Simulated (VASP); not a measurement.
Crystal: NaI.

```
CELL_PARAMETERS angstrom
0.00000 3.54319 3.54319
3.54319 0.00000 3.54319
3.54319 3.54319 0.00000
ATOMIC_POSITIONS crystal
Na 0.00000 0.00000 0.00000
I 0.25000 0.25000 0.25000
```

Base run:

```yaml
Program: VASP 6.6.1
Functional: PBE0
Potentials_or_basis: VASP PAW PBE potentials, release 64 (Na_pv, I)
Cutoff: 520 eV
k_mesh: 4 × 4 × 4
Occupations: gaussian, width 0.01 eV
Spin: no spin polarisation
```

Its results: band gap on the k mesh 5.52 eV, direct; pressure 0.2 GPa.

Task: After a change of settings the same cell gave: band gap on the k mesh 10.56 eV, direct; pressure 1.0 GPa. Which change was it?
A. functional from PBE0 to HF
B. functional from PBE0 to HSE06
C. functional from PBE0 to PBE

Result: A.

Caveats: the PAW data sets were made with another functional, which shifts forces and pressure a little; spin-orbit coupling is left out, which moves the levels of the heavy elements.
